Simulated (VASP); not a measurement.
# AlCo3 (Pm-3m) in VASP: further runs

AlCo3 is run at these levels: PBEsol; tasks: relaxation of cell and atoms, single point.

Program: VASP 6.6.1. These are calculated values, not measurements. Logs are shortened: lines on timing, memory, paths and dates and some standing lists are left out, and cuts for length are marked.

### 1 The cell of the first run

It takes space group Pm-3m (No. 221, cubic). Conventional cell: a = 3.575 Å, b = 3.575 Å, c = 3.575 Å, α = 90.00°, β = 90.00°, γ = 90.00°. Al (site symmetry m-3m) has 12 Co at 2.53 Å within 3.3 Å. Co (site symmetry 4/mmm) has 4 Al at 2.53 Å and 8 Co at 2.53 Å within 3.3 Å.

### 2 Relaxation of cell and atoms, PBEsol

The input, INCAR:

```
SYSTEM = AlCo3
  ALGO = Fast
  EDIFF = 1E-6
  EDIFFG = -0.01
  ENCUT = 600
  GGA = PS
  IBRION = 2
  ISIF = 3
  ISMEAR = 0
  LASPH = .True.
  LCHARG = .False.
  LREAL = .False.
  LWAVE = .False.
  NELM = 80
  NSW = 80
  PREC = Accurate
  SIGMA = 0.1
```

The input, KPOINTS:

```
k-points
0
Gamma
  12 12 12
  0 0 0
```

The input, POSCAR:

```
AlCo3
1.0
    3.5749480000      0.0000000000      0.0000000000
    0.0000000000      3.5749480000      0.0000000000
    0.0000000000      0.0000000000      3.5749480000
Al Co
1 3
Direct
    0.0000000000      0.0000000000      0.0000000000
    0.5000000000      0.5000000000      0.0000000000
    0.5000000000      0.0000000000      0.5000000000
    0.0000000000      0.5000000000      0.5000000000
```

Potentials or basis: VASP PAW PBE potentials, release 64 (Al, Co).

The run is started by

```sh
$ cat potpaw_PBE.64/Al/POTCAR potpaw_PBE.64/Co/POTCAR > POTCAR
$ mpirun -np 1 vasp_std > vasp.out
```

OUTCAR:

```text
SYSTEM = AlCo3
   EDIFF = 1E-6
   EDIFFG = -0.01
   ENCUT = 600
   GGA = PS
   IBRION = 2
   ISIF = 3
   ISMEAR = 0
   LASPH = .True.
   LREAL = .False.
   NELM = 80
   NSW = 80
   PREC = Accurate

 ion  position               nearest neighbor table
   1  0.000  0.000  0.000-   2 2.53   3 2.53   4 2.53   3 2.53   4 2.53   2 2.53   4 2.53   4 2.53
                             2 2.53   3 2.53   3 2.53   2 2.53
   2  0.500  0.500  0.000-   1 2.53   3 2.53   4 2.53   3 2.53   4 2.53   1 2.53   3 2.53   3 2.53
                             1 2.53   4 2.53   4 2.53   1 2.53
   3  0.500  0.000  0.500-   1 2.53   2 2.53   4 2.53   1 2.53   2 2.53   2 2.53   4 2.53   2 2.53
                             1 2.53   4 2.53   1 2.53   4 2.53
   4  0.000  0.500  0.500-   1 2.53   2 2.53   3 2.53   1 2.53   2 2.53   1 2.53   3 2.53   1 2.53
                             2 2.53   3 2.53   2 2.53   3 2.53

  LATTYP: Found a simple cubic cell.
 ALAT       =     3.5749480000

  Lattice vectors:

 A1 = (   3.5749480000,   0.0000000000,   0.0000000000)
 A2 = (   0.0000000000,   3.5749480000,   0.0000000000)
 A3 = (   0.0000000000,   0.0000000000,   3.5749480000)

Analysis of symmetry for initial positions (statically):
=====================================================================
 Subroutine PRICEL returns:
 Original cell was already a primitive cell.

 Routine SETGRP: Setting up the symmetry group for a
 simple cubic supercell.

 Subroutine GETGRP returns: Found 48 space group operations
 (whereof 48 operations were pure point group operations)
 out of a pool of 48 trial point group operations.

The static configuration has the point symmetry O_h .

Analysis of symmetry for dynamics (positions and initial velocities):
=====================================================================
 Subroutine PRICEL returns:
 Original cell was already a primitive cell.

 Routine SETGRP: Setting up the symmetry group for a
 simple cubic supercell.

 Subroutine GETGRP returns: Found 48 space group operations
 (whereof 48 operations were pure point group operations)
 out of a pool of 48 trial point group operations.

The dynamic configuration has the point symmetry O_h .

 Subroutine INISYM returns: Found 48 space group operations
 (whereof 48 operations are pure point group operations),
 and found     1 'primitive' translations

----------------------------------------------------------------------------------------

                                     Primitive cell

  volume of cell :      45.6887

  direct lattice vectors                    reciprocal lattice vectors
     3.574948000  0.000000000  0.000000000     0.279724348  0.000000000  0.000000000
     0.000000000  3.574948000  0.000000000     0.000000000  0.279724348  0.000000000
     0.000000000  0.000000000  3.574948000     0.000000000  0.000000000  0.279724348

  length of vectors
     3.574948000  3.574948000  3.574948000     0.279724348  0.279724348  0.279724348

  position of ions in fractional coordinates (direct lattice)
     0.000000000  0.000000000  0.000000000
     0.500000000  0.500000000  0.000000000
     0.500000000  0.000000000  0.500000000
     0.000000000  0.500000000  0.500000000

  ion indices of the primitive-cell ions
   primitive index   ion index
                 1           1
                 2           2
                 3           3
                 4           4

----------------------------------------------------------------------------------------

 KPOINTS: k-points

Automatic generation of k-mesh.
 Grid dimensions read from file:
 generate k-points for:   12   12   12

 Generating k-lattice:

  Cartesian coordinates                     Fractional coordinates (reciprocal lattice)
     0.023310362  0.000000000  0.000000000     0.083333333  0.000000000  0.000000000
     0.000000000  0.023310362  0.000000000     0.000000000  0.083333333  0.000000000
     0.000000000  0.000000000  0.023310362     0.000000000  0.000000000  0.083333333

  Length of vectors
     0.023310362  0.023310362  0.023310362

  Shift w.r.t. Gamma in fractional coordinates (k-lattice)
     0.000000000  0.000000000  0.000000000

 Subroutine IBZKPT returns following result:
 ===========================================

 Found     84 irreducible k-points:

 Following reciprocal coordinates:
            Coordinates               Weight
  0.000000  0.000000  0.000000      1.000000
  0.083333  0.000000  0.000000      6.000000
  0.166667  0.000000  0.000000      6.000000
  0.250000  0.000000  0.000000      6.000000
  0.333333  0.000000  0.000000      6.000000
  0.416667  0.000000  0.000000      6.000000
[... 16 lines left out ...]
  0.333333  0.333333  0.000000     12.000000
  0.416667  0.333333  0.000000     24.000000
 [... further k-points ...]
   k-points           NKPTS =     84   k-points in BZ     NKDIM =     84   number of bands    NBANDS=     19
   number of dos      NEDOS =    301   number of ions     NIONS =      4
   total plane-waves  NPLWV =  27000
   dimension x,y,z NGX =    30 NGY =   30 NGZ =   30
   dimension x,y,z NGXF=    60 NGYF=   60 NGZF=   60
   ions per type =               1   3
   NGX,Y,Z   is equivalent  to a cutoff of  13.95, 13.95, 13.95 a.u.
   NGXF,Y,Z  is equivalent  to a cutoff of  27.90, 27.90, 27.90 a.u.
 SYSTEM =  AlCo3
   PREC   = accura    normal or accurate (medium, high low for compatibility)
   ISTART =      0    job   : 0-new  1-cont  2-samecut
   ICHARG =      2    charge: 1-file 2-atom 10-const
   ISPIN  =      1    spin polarized calculation?
   LNONCOLLINEAR =      F non collinear calculations
   LSORBIT =      F    spin-orbit coupling
   LASPH  =      T    aspherical Exc in radial PAW
   ENCUT  =  600.0 eV  44.10 Ry    6.64 a.u.   7.14  7.14  7.14*2*pi/ulx,y,z
   NELM   =     80;   NELMIN=  2; NELMDL= -5     # of ELM steps
   EDIFF  = 0.1E-05   stopping-criterion for ELM
   LREAL  =      F    real-space projection
   EDIFFG = -.1E-01   stopping-criterion for IOM
   NSW    =     80    number of steps for IOM
   IBRION =      2    ionic relax: 0-MD 1-quasi-New 2-CG
   NFREE  =      1    steps in history (QN), initial steepest desc. (CG)
   ISIF   =      3    stress and relaxation
   ISYM   =      2    0-nonsym 1-usesym 2-fastsym
   POTIM  = 0.5000    time-step for ionic-motion
   TEBEG  =    0.0;   TEEND  =   0.0 temperature during run
   PSTRESS=    0.0 pullay stress
   NELECT =      30.0000    total number of electrons
   NUPDOWN=      -1.0000    fix difference up-down
   EMIN   =  10.00;   EMAX   =-10.00  energy-range for DOS
   EFERMI =   0.00;   METHOD = LEGACY
   ISMEAR =     0;   SIGMA  =   0.10  broadening in eV -4-tet -1-fermi 0-gaus
   EFERMI_NEDOS =   21; number of points for ismear=-14 and -15
   IALGO  =     68    algorithm
   IMIX   =      4    mixing-type and parameters
     AMIX     =   0.40;   BMIX     =  1.00
     AMIX_MAG =   1.60;   BMIX_MAG =  1.00
  volume/ion in A,a.u.               =      11.42        77.08
  Fermi-wavevector in a.u.,A,eV,Ry     =   1.422915  2.688919 27.547527  2.024686
  Thomas-Fermi vector in A             =   2.543568
   LORBIT       =      0    0 simple, 1 ext, 2 COOP (PROOUT), +10 PAW based schemes
   GGA     = PS    functional components
   LHFCALC =     F    Hartree Fock is set to
   AEXX    =    0.0000 exact exchange contribution
   IVDW    =     0    specifies the selected vdW correction
   LEPSILON=     F    determine dielectric tensor
   LRPA    =     F    only Hartree local field effects (RPA)
 conjugate gradient relaxation of ions
 non-spin polarized calculation
 RMM-DIIS sequential band-by-band and
 Gauss-broadening in eV      SIGMA  =   0.10
  energy-cutoff  :      600.00
  volume of cell :       45.69
 maximum number of plane-waves:      1568
 NGX is ok and might be reduce to    30
   NGX = 15   NGY = 15   NGZ = 15

--------------------------------------- Ionic step        1  -------------------------------------------

 number of electron      29.9999990 magnetization

 Free energy of the ion-electron system (eV)
  ---------------------------------------------------
  ext. energy  EPLUGINS =         0.00000000
  ---------------------------------------------------
  free energy    TOTEN  =       -27.79429247 eV

  energy without entropy =      -27.75398468  energy(sigma->0) =      -27.77413857

 E-fermi :   9.6526     XC(G=0): -12.8659

 val. band max:        9.6520726100   @ k =   0.0833   0.0000   0.0000
 cond. band min:       9.6546878853   @ k =   0.5000   0.3333   0.1667
 fundamental gap:      0.0026152753
 Fermi energy:         9.6525909533

 k-point     1 :       0.0000    0.0000    0.0000
  band No.  band energies     occupation
      1      -0.0511      2.00000
      2       5.4513      2.00000
      3       6.3061      2.00000
      4       6.3061      2.00000
      5       6.7102      2.00000
      6       6.7102      2.00000
[... 11 lines left out ...]
     18      10.7048      0.00000
     19      10.7048      0.00000
[... 566 lines left out ...]
 POSITION                                       TOTAL-FORCE (eV/Angst)
 -----------------------------------------------------------------------------------
      0.00000      0.00000      0.00000        -0.000000     -0.000000      0.000000
      1.70446      1.70446     -0.00000        -0.000000     -0.000000      0.000000
      1.70446      0.00000      1.70446        -0.000000      0.000000      0.000000
      0.00000      1.70446      1.70446         0.000000     -0.000000      0.000000
 -----------------------------------------------------------------------------------
    total drift:                                0.000000      0.000000     -0.000000

  FREE ENERGIE OF THE ION-ELECTRON SYSTEM (eV)
  ---------------------------------------------------
  free  energy   TOTEN  =       -27.7807075699 eV

  energy  without entropy=      -27.7477304439  energy(sigma->0) =      -27.76421901

--------------------------------------- Ionic step        3  -------------------------------------------

 number of electron      30.0000002 magnetization

 Free energy of the ion-electron system (eV)
  ---------------------------------------------------
  ext. energy  EPLUGINS =         0.00000000
  ---------------------------------------------------
  free energy    TOTEN  =       -27.94227838 eV

  energy without entropy =      -27.90582797  energy(sigma->0) =      -27.92405317

 E-fermi :  10.6561     XC(G=0): -13.2553

 val. band max:       10.6506056647   @ k =   0.4167   0.3333   0.0000
 cond. band min:      10.6570562317   @ k =   0.5000   0.3333   0.1667
 fundamental gap:      0.0064505670
 Fermi energy:        10.6561108415

 k-point     1 :       0.0000    0.0000    0.0000
  band No.  band energies     occupation
      1       0.4918      2.00000
      2       6.0296      2.00000
      3       6.9492      2.00000
      4       6.9492      2.00000
      5       7.3883      2.00000
      6       7.3883      2.00000
[... 11 lines left out ...]
     18      11.7620      0.00000
     19      11.7620      0.00000
[... 528 lines left out ...]
 POSITION                                       TOTAL-FORCE (eV/Angst)
 -----------------------------------------------------------------------------------
      0.00000      0.00000      0.00000        -0.000000     -0.000000      0.000000
      1.74533      1.74533     -0.00000        -0.000000     -0.000000      0.000000
      1.74533      0.00000      1.74533        -0.000000      0.000000      0.000000
      0.00000      1.74533      1.74533         0.000000     -0.000000      0.000000
 -----------------------------------------------------------------------------------
    total drift:                                0.000000      0.000000     -0.000000

  FREE ENERGIE OF THE ION-ELECTRON SYSTEM (eV)
  ---------------------------------------------------
  free  energy   TOTEN  =       -27.9422783784 eV

  energy  without entropy=      -27.9058279708  energy(sigma->0) =      -27.92405317

 reached required accuracy - stopping structural energy minimisation
```

Wall time 2.2 min (1 thread of Intel Xeon 6975P-C (Granite Rapids), shared host); peak memory 0.22 GiB.

Results:

| Item | Value |
| --- | --- |
| Free energy | -27.9423 eV |
| Relaxed volume | 10.63 Å³/atom |
| Relaxed cell | a = 3.491 Å, b = 3.491 Å, c = 3.491 Å, α = 90.00°, β = 90.00°, γ = 90.00° |
| Space group after relaxing (to 0.1 Å) | Pm-3m (No. 221) |
| Energy gained by relaxing | 37.0 meV/atom |
| Ionic steps | 3 |
| Pressure after relaxing | 0.1 GPa |
| Band gap on the k mesh | zero (bands 15 and 16 overlap by 1.14 eV) |

Step by step:
| step | energy change (eV) | largest force (eV/Å) | pressure (GPa) | volume (Å³) |
| --- | --- | --- | --- | --- |
| 1 | 0.0000 | 0.0000 | -13.50 | 45.69 |
| 2 | 0.0136 | 0.0000 | 19.00 | 39.61 |
| 3 | -0.1480 | 0.0000 | 0.06 | 42.53 |

Final structure:
```xyz
4
Lattice="3.4907 0.0000 0.0000 0.0000 3.4907 0.0000 0.0000 0.0000 3.4907" Properties=species:S:1:pos:R:3 pbc="T T T"
Al    0.0000    0.0000    0.0000
Co    1.7453    1.7453    0.0000
Co    1.7453    0.0000    1.7453
Co    0.0000    1.7453    1.7453
```

Caveat: the PAW data sets were made with another functional, which shifts forces and pressure a little; the run has no spin polarisation, though such a crystal can be magnetic. Spin polarisation is off, so any magnetic state and its effect on volume and gap are missing.

(Continued in part 2 of 2.)
